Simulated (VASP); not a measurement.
## K: single point with r2SCAN

The system is K.

```xyz
2
Lattice="2.4380 -4.0476 0.0000 2.4380 4.0476 0.0000 0.0000 0.0000 7.8118" Properties=species:S:1:pos:R:3 pbc="T T T"
K     2.4380   -2.5954    1.9529
K     2.4380    2.5954    5.8588
```

```
Program                : VASP 6.6.1
Task                   : single point
Functional             : r2SCAN
Potentials or basis    : VASP PAW PBE potentials, release 64 (K_sv)
Cutoff                 : 520 eV
k mesh                 : 10 × 10 × 6
Occupations            : gaussian, width 0.1 eV
Spin                   : no spin polarisation
Dipole correction      : no
Further INCAR settings : ALGO = Normal; EDIFF = 1e-07; NBANDS = 16
```

```yaml
Pressure: 0.0 GPa
Band_gap_on_the_k_mesh: zero (band 9 reaches 0.81 eV, above the bottom of band 10 at -1.67 eV)
```

Levels at points of the mesh, in eV from the Fermi level:
```
           k point  band 5  band 6  band 7  band 8  band 9  band 10  band 11  band 12  band 13  band 14
(0.00, 0.00, 0.00)  -16.35  -16.34  -16.34  -16.34   -2.23     0.46     0.47     4.26     4.54     4.69
(0.50, 0.00, 0.00)  -16.37  -16.36  -16.36  -16.35    0.16     0.17     1.78     2.20     2.33     2.89
(0.50, 0.50, 0.00)  -16.38  -16.37  -16.35  -16.35    0.30     0.31     1.75     2.11     2.65     3.04
(0.00, 0.00, 0.50)  -16.35  -16.35  -16.35  -16.35   -1.49    -1.49     2.97     2.97     4.40     4.40
(0.50, 0.00, 0.50)  -16.36  -16.36  -16.35  -16.35    0.69     0.69     0.82     0.82     3.37     3.37
(0.50, 0.50, 0.50)  -16.36  -16.36  -16.36  -16.36    0.78     0.78     0.98     0.98     3.39     3.39
```

Run time: 8.5 min on 1 thread of Intel(R) Xeon(R) 6975P-C (Granite Rapids) (shared host), peak memory 0.45 GiB.

Caveat: the PAW data sets were made with another functional, which shifts forces and pressure a little.
